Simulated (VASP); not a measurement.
# SrTiO3 (Pm-3m) in VASP: notebook

SrTiO3 is run at these levels: PBE+U; tasks: single point.

All numbers are computed with VASP 6.6.1; they aren't measurements. Logs are shortened: lines on timing, memory, paths and dates and some standing lists are left out, and cuts for length are marked.

## Step 1: The cell of the first run

The structure is cubic, space group Pm-3m (No. 221). Conventional cell: a = 3.849 Å, b = 3.849 Å, c = 3.849 Å, α = 90.00°, β = 90.00°, γ = 90.00°. Within 3.6 Å of Sr (site symmetry m-3m) lie 12 O at 2.72 Å and 8 Ti at 3.33 Å. Within 2.6 Å of Ti (site symmetry m-3m) lie 6 O at 1.92 Å. Within 2.6 Å of O (site symmetry 4/mmm) lie 2 Ti at 1.92 Å.

## Step 2: Single point, PBE+U

INCAR

```
SYSTEM = SrTiO3
ALGO = Normal ; EDIFF = 1E-6
ENCUT = 520 ; GGA = PE
ISIF = 2 ; ISMEAR = 0
LASPH = .TRUE. ; LCHARG = .TRUE.
LDAU = .TRUE. ; LDAUJ = 0 0 0
LDAUL = -1 2 -1 ; LDAUPRINT = 1
LDAUTYPE = 2 ; LDAUU = 0 4 0
LELF = .TRUE. ; LMAXMIX = 4
LREAL = .FALSE. ; LVHAR = .TRUE.
LWAVE = .FALSE. ; NBANDS = 28
NELM = 150 ; PREC = Accurate
SIGMA = 0.02
```

KPOINTS

```
k-points
0
G
  8 8 8
  0 0 0
```

POSCAR

```
SrTiO3
1.0
    3.8489662538      0.0000000000      0.0000000000
    0.0000000000      3.8489662538      0.0000000000
    0.0000000000      0.0000000000      3.8489662538
Sr Ti O
1 1 3
Direct
    0.0000000000      0.0000000000      0.0000000000
    0.5000000000      0.5000000000      0.5000000000
    0.5000000000      0.0000000000      0.5000000000
    0.5000000000      0.5000000000      0.0000000000
    0.0000000000      0.5000000000      0.5000000000
```

Potentials or basis: VASP PAW PBE potentials, release 64 (Sr_sv, Ti_sv, O).

Launch:

```sh
cat potpaw_PBE.64/Sr_sv/POTCAR potpaw_PBE.64/Ti_sv/POTCAR potpaw_PBE.64/O/POTCAR > POTCAR
mpirun -np 1 vasp_std > vasp.out
```

OUTCAR:

```text
SYSTEM = SrTiO3
   EDIFF = 1E-6
   ENCUT = 520
   GGA = PE
   ISIF = 2
   ISMEAR = 0
   LASPH = .TRUE.
   LREAL = .FALSE.
   NELM = 150
   PREC = Accurate

 ion  position               nearest neighbor table
   1  0.000  0.000  0.000-   3 2.72   4 2.72   5 2.72   3 2.72   5 2.72   4 2.72   5 2.72   5 2.72
                             3 2.72   4 2.72   3 2.72   4 2.72   2 3.33   2 3.33   2 3.33   2 3.33
   2  0.500  0.500  0.500-   3 1.92   4 1.92   5 1.92   4 1.92   3 1.92   5 1.92   1 3.33   1 3.33
                             1 3.33   1 3.33   1 3.33   1 3.33   1 3.33   1 3.33
   3  0.500  0.000  0.500-   2 1.92   2 1.92   1 2.72   1 2.72   1 2.72   1 2.72
   4  0.500  0.500  0.000-   2 1.92   2 1.92   1 2.72   1 2.72   1 2.72   1 2.72
   5  0.000  0.500  0.500-   2 1.92   2 1.92   1 2.72   1 2.72   1 2.72   1 2.72

  LATTYP: Found a simple cubic cell.
 ALAT       =     3.8489662538

  Lattice vectors:

 A1 = (   3.8489662538,   0.0000000000,   0.0000000000)
 A2 = (   0.0000000000,   3.8489662538,   0.0000000000)
 A3 = (   0.0000000000,   0.0000000000,   3.8489662538)

Analysis of symmetry for initial positions (statically):
=====================================================================
 Subroutine PRICEL returns:
 Original cell was already a primitive cell.

 Routine SETGRP: Setting up the symmetry group for a
 simple cubic supercell.

 Subroutine GETGRP returns: Found 48 space group operations
 (whereof 48 operations were pure point group operations)
 out of a pool of 48 trial point group operations.

The static configuration has the point symmetry O_h .

Analysis of symmetry for dynamics (positions and initial velocities):
=====================================================================
 Subroutine PRICEL returns:
 Original cell was already a primitive cell.

 Routine SETGRP: Setting up the symmetry group for a
 simple cubic supercell.

 Subroutine GETGRP returns: Found 48 space group operations
 (whereof 48 operations were pure point group operations)
 out of a pool of 48 trial point group operations.

The dynamic configuration has the point symmetry O_h .

 Subroutine INISYM returns: Found 48 space group operations
 (whereof 48 operations are pure point group operations),
 and found     1 'primitive' translations

----------------------------------------------------------------------------------------

                                     Primitive cell

  volume of cell :      57.0207

  direct lattice vectors                    reciprocal lattice vectors
     3.848966254  0.000000000  0.000000000     0.259810020  0.000000000  0.000000000
     0.000000000  3.848966254  0.000000000     0.000000000  0.259810020  0.000000000
     0.000000000  0.000000000  3.848966254     0.000000000  0.000000000  0.259810020

  length of vectors
     3.848966254  3.848966254  3.848966254     0.259810020  0.259810020  0.259810020

  position of ions in fractional coordinates (direct lattice)
     0.000000000  0.000000000  0.000000000
     0.500000000  0.500000000  0.500000000
     0.500000000  0.000000000  0.500000000
     0.500000000  0.500000000  0.000000000
     0.000000000  0.500000000  0.500000000

  ion indices of the primitive-cell ions
   primitive index   ion index
                 1           1
                 2           2
                 3           3
                 4           4
                 5           5

----------------------------------------------------------------------------------------

[... 52 lines left out ...]
   number of dos      NEDOS =    301   number of ions     NIONS =      5
   total plane-waves  NPLWV =  27000
   dimension x,y,z NGX =    30 NGY =   30 NGZ =   30
   dimension x,y,z NGXF=    60 NGYF=   60 NGZF=   60
   ions per type =               1   1   3
   NGX,Y,Z   is equivalent  to a cutoff of  12.96, 12.96, 12.96 a.u.
   NGXF,Y,Z  is equivalent  to a cutoff of  25.92, 25.92, 25.92 a.u.
 SYSTEM =  SrTiO3
   PREC   = accura    normal or accurate (medium, high low for compatibility)
   ISTART =      0    job   : 0-new  1-cont  2-samecut
   ICHARG =      2    charge: 1-file 2-atom 10-const
   ISPIN  =      1    spin polarized calculation?
   LNONCOLLINEAR =      F non collinear calculations
   LSORBIT =      F    spin-orbit coupling
   LASPH  =      T    aspherical Exc in radial PAW
   ENCUT  =  520.0 eV  38.22 Ry    6.18 a.u.   7.16  7.16  7.16*2*pi/ulx,y,z
   NELM   =    150;   NELMIN=  2; NELMDL= -5     # of ELM steps
   EDIFF  = 0.1E-05   stopping-criterion for ELM
   LREAL  =      F    real-space projection
   EDIFFG = 0.1E-04   stopping-criterion for IOM
   NSW    =      0    number of steps for IOM
   IBRION =     -1    ionic relax: 0-MD 1-quasi-New 2-CG
   NFREE  =      0    steps in history (QN), initial steepest desc. (CG)
   ISIF   =      2    stress and relaxation
   ISYM   =      2    0-nonsym 1-usesym 2-fastsym
   POTIM  = 0.5000    time-step for ionic-motion
   TEBEG  =    0.0;   TEEND  =   0.0 temperature during run
   PSTRESS=    0.0 pullay stress
   NELECT =      40.0000    total number of electrons
   NUPDOWN=      -1.0000    fix difference up-down
   EMIN   =  10.00;   EMAX   =-10.00  energy-range for DOS
   EFERMI =   0.00;   METHOD = LEGACY
   ISMEAR =     0;   SIGMA  =   0.02  broadening in eV -4-tet -1-fermi 0-gaus
   EFERMI_NEDOS =   21; number of points for ismear=-14 and -15
   IALGO  =     38    algorithm
   IMIX   =      4    mixing-type and parameters
     AMIX     =   0.40;   BMIX     =  1.00
     AMIX_MAG =   1.60;   BMIX_MAG =  1.00
  volume/ion in A,a.u.               =      11.40        76.96
  Fermi-wavevector in a.u.,A,eV,Ry     =   1.454624  2.748841 28.788986  2.115931
  Thomas-Fermi vector in A             =   2.571753
   LORBIT       =      0    0 simple, 1 ext, 2 COOP (PROOUT), +10 PAW based schemes
 LDA+U is selected, type is set to LDAUTYPE =  2
   angular momentum for each species LDAUL =    -1    2   -1
   U (eV)           for each species LDAUU =   0.0  4.0  0.0
   J (eV)           for each species LDAUJ =   0.0  0.0  0.0
   GGA     = PE    functional components
   LHFCALC =     F    Hartree Fock is set to
   AEXX    =    0.0000 exact exchange contribution
   IVDW    =     0    specifies the selected vdW correction
   LEPSILON=     F    determine dielectric tensor
   LRPA    =     F    only Hartree local field effects (RPA)
 non-spin polarized calculation
 Gauss-broadening in eV      SIGMA  =   0.02
  energy-cutoff  :      520.00
  volume of cell :       57.02
 maximum number of plane-waves:      1568
 NGX is ok and might be reduce to    30
   NGX = 15   NGY = 15   NGZ = 15

atom =   2  type =  2  l = 2

 onsite density matrix

spin component  1

  0.1064  0.0000  0.0000  0.0000  0.0000
  0.0000  0.1064 -0.0000  0.0000 -0.0000
  0.0000 -0.0000  0.2664  0.0000 -0.0000
  0.0000  0.0000  0.0000  0.1064  0.0000
  0.0000 -0.0000 -0.0000  0.0000  0.2664

spin component  2

  0.1064  0.0000  0.0000  0.0000  0.0000
  0.0000  0.1064 -0.0000  0.0000 -0.0000
  0.0000 -0.0000  0.2664  0.0000 -0.0000
  0.0000  0.0000  0.0000  0.1064  0.0000
  0.0000 -0.0000 -0.0000  0.0000  0.2664

 occupancies and eigenvectors

  o =  0.1064  v =  1.0000  0.0000  0.0000  0.0000  0.0000  0.0000  0.0000  0.0000  0.0000  0.0000      0.0000  0.0000  0.0000  0.0000  0.0000  0.0000  0.0000  0.0000  0.0000  0.0000
  o =  0.1064  v =  0.0000  0.0000  0.0000  0.0000  0.0000  1.0000  0.0000  0.0000  0.0000  0.0000      0.0000  0.0000  0.0000  0.0000  0.0000  0.0000  0.0000  0.0000  0.0000  0.0000
  o =  0.1064  v =  0.0000 -0.7870  0.0000 -0.6169  0.0000  0.0000  0.0000  0.0000  0.0000  0.0000      0.0000  0.0000  0.0000  0.0000  0.0000  0.0000  0.0000  0.0000  0.0000  0.0000
  o =  0.1064  v =  0.0000  0.0000  0.0000  0.0000  0.0000  0.0000 -0.7870  0.0000 -0.6169  0.0000      0.0000  0.0000  0.0000  0.0000  0.0000  0.0000  0.0000  0.0000  0.0000  0.0000
  o =  0.1064  v =  0.0000 -0.6169 -0.0000  0.7870  0.0000  0.0000  0.0000  0.0000  0.0000  0.0000      0.0000  0.0000  0.0000  0.0000  0.0000  0.0000  0.0000  0.0000  0.0000  0.0000
  o =  0.1064  v =  0.0000  0.0000  0.0000  0.0000  0.0000  0.0000 -0.6169 -0.0000  0.7870  0.0000      0.0000  0.0000  0.0000  0.0000  0.0000  0.0000  0.0000  0.0000  0.0000  0.0000
  o =  0.2664  v =  0.0000  0.0000  0.0000  0.0000  0.0000  0.0000 -0.0000 -0.0309  0.0000 -0.9995      0.0000  0.0000  0.0000  0.0000  0.0000  0.0000  0.0000  0.0000  0.0000  0.0000
  o =  0.2664  v =  0.0000 -0.0000 -0.0309  0.0000 -0.9995  0.0000  0.0000  0.0000  0.0000  0.0000      0.0000  0.0000  0.0000  0.0000  0.0000  0.0000  0.0000  0.0000  0.0000  0.0000
  o =  0.2664  v =  0.0000  0.0000  0.0000  0.0000  0.0000  0.0000  0.0000  0.9995  0.0000 -0.0309      0.0000  0.0000  0.0000  0.0000  0.0000  0.0000  0.0000  0.0000  0.0000  0.0000
  o =  0.2664  v =  0.0000  0.0000  0.9995  0.0000 -0.0309  0.0000  0.0000  0.0000  0.0000  0.0000      0.0000  0.0000  0.0000  0.0000  0.0000  0.0000  0.0000  0.0000  0.0000  0.0000

 number of electron      40.0000029 magnetization

 Free energy of the ion-electron system (eV)
  ---------------------------------------------------
  ext. energy  EPLUGINS =         0.00000000
  ---------------------------------------------------
  free energy    TOTEN  =       -37.11754702 eV

  energy without entropy =      -37.11754702  energy(sigma->0) =      -37.11754702

 E-fermi :   4.8718     XC(G=0): -11.5084

 val. band max:        4.6615393187   @ k =   0.5000   0.5000   0.5000
 cond. band min:       7.1382405363   @ k =   0.0000   0.0000   0.0000
 fundamental gap:      2.4767012175
 Fermi energy:         4.8718372990

 k-point     1 :       0.0000    0.0000    0.0000
  band No.  band energies     occupation
      1     -52.6127      2.00000
      2     -28.8407      2.00000
      3     -28.8407      2.00000
      4     -28.8407      2.00000
      5     -27.9958      2.00000
      6     -12.9933      2.00000
[... 733 lines left out ...]
     27      13.1998      0.00000
     28      13.6440      0.00000

 [... further k-points ...]
[... 5 lines left out ...]
  --------------------------------------------------------------------------------------
  -------------------------------------------------------------------------------------
  Total        6.5620067      6.5620067      6.5620067      0.0000000     -0.0000000      0.0000000
  in kB      184.3804789    184.3804789    184.3804789      0.0000000     -0.0000000      0.0000000
  external PRESSURE =     184.3804789 kB  Pullay stress =       0.0000000 kB

 VOLUME and BASIS-vectors are now :
 -----------------------------------------------------------------------------
  energy-cutoff  :      520.00
  volume of cell :       57.02
      direct lattice vectors                 reciprocal lattice vectors
     3.848966254  0.000000000  0.000000000     0.259810020  0.000000000  0.000000000
     0.000000000  3.848966254  0.000000000     0.000000000  0.259810020  0.000000000
     0.000000000  0.000000000  3.848966254     0.000000000  0.000000000  0.259810020

 POSITION                                       TOTAL-FORCE (eV/Angst)
 -----------------------------------------------------------------------------------
      0.00000      0.00000      0.00000         0.000000      0.000000      0.000000
      1.92448      1.92448      1.92448         0.000000      0.000000      0.000000
      1.92448      0.00000      1.92448         0.000000      0.000000      0.000000
      1.92448      1.92448      0.00000         0.000000      0.000000      0.000000
      0.00000      1.92448      1.92448         0.000000      0.000000      0.000000
 -----------------------------------------------------------------------------------
    total drift:                                0.000000      0.000000     -0.000000

  FREE ENERGIE OF THE ION-ELECTRON SYSTEM (eV)
  ---------------------------------------------------
  free  energy   TOTEN  =       -37.1175470193 eV

  energy  without entropy=      -37.1175470193  energy(sigma->0) =      -37.11754702
```

Run time: 26 s. Hardware: 1 thread of Intel Xeon 6975P-C (Granite Rapids), shared host; peak memory 0.2 GiB.

What came out:

```
Free energy            : -37.1175 eV
Pressure               : 18.4 GPa
Band gap on the k mesh : 2.48 eV, indirect (least direct gap 2.87 eV)
```

Levels at points of the mesh, in eV from the valence-band top:
| k point | band 16 | band 17 | band 18 | band 19 | band 20 | band 21 | band 22 | band 23 | band 24 | band 25 |
| --- | --- | --- | --- | --- | --- | --- | --- | --- | --- | --- |
| (0.00, 0.00, 0.00) | -1.26 | -1.26 | -0.39 | -0.39 | -0.39 | 2.48 | 2.48 | 2.48 | 4.63 | 4.63 |
| (0.50, 0.00, 0.00) | -2.35 | -2.35 | -2.15 | -0.80 | -0.80 | 2.71 | 4.51 | 4.51 | 4.66 | 6.92 |
| (0.50, 0.50, 0.00) | -2.93 | -1.85 | -1.63 | -1.63 | -0.10 | 4.53 | 4.53 | 5.01 | 5.65 | 8.07 |
| (0.50, 0.50, 0.50) | -3.76 | -3.76 | 0.00 | 0.00 | 0.00 | 5.27 | 5.27 | 5.27 | 7.06 | 7.06 |

Eigenvalues of the final occupation matrices:
```
    site  spin  trace               eigenvalues
site 2 d     1   0.85  0.11 0.11 0.11 0.27 0.27
site 2 d     2   0.85  0.11 0.11 0.11 0.27 0.27
```

A k mesh can miss the band edges.

[end of part 1 of 2]
